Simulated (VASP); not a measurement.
Write the native input for VASP 6.6.1 that does the following.

| Quantity | Value |
| --- | --- |
| Task | single point |
| Functional | LDA |
| Potentials or basis | VASP PAW LDA potentials, release 64 (Rb_sv, Pd, C) |
| Cutoff | 520 eV |
| k mesh | 6 × 6 × 6 |
| Occupations | gaussian, width 0.02 eV |
| Spin | no spin polarisation |
| Dipole correction | no |
| Further INCAR settings | ALGO = Normal; EDIFF = 1e-07; NBANDS = 26 |

The structure of Rb2PdC2 lies in POSCAR:

```
Rb2PdC2
1.0
    4.9072815662      0.0000000000      0.0000000000
   -2.4536407831      4.2498304998      0.0000000000
    0.0000000000      0.0000000000      5.1439340035
Rb Pd C
2 1 2
Direct
    0.3333333333      0.6666666667      0.2825063369
    0.6666666667      0.3333333333      0.7174936631
    0.0000000000      0.0000000000      0.0000000000
    0.0000000000      0.0000000000      0.3783273239
    0.0000000000      0.0000000000      0.6216726761
```

These files were run (other wordings do the same):

INCAR

```
SYSTEM = Rb2PdC2
PREC = Accurate
ENCUT = 520
EDIFF = 1E-7
ISMEAR = 0
SIGMA = 0.02
LREAL = .False.
LASPH = .True.
NELM = 80
ALGO = Normal
ISIF = 2
LWAVE = .False.
LCHARG = .False.
NBANDS = 26
```

KPOINTS

```
regular mesh
0
Gamma
  6 6 6
  0 0 0
```

Potentials or basis: VASP PAW LDA potentials, release 64 (Rb_sv, Pd, C).

The run is started by

```sh
$ cat potpaw_LDA.64/Rb_sv/POTCAR potpaw_LDA.64/Pd/POTCAR potpaw_LDA.64/C/POTCAR > POTCAR
$ mpirun -np 1 vasp_std > vasp.out
```

Results of the run:

- Pressure: 5.6 GPa
- Largest force: 0.060 eV/Å
- Band gap on the k mesh: 1.65 eV

Caveat: the cell stands under pressure.

Wall time 2.5 min on 1 thread of Intel Xeon 8259CL (shared host), peak memory 0.24 GiB.
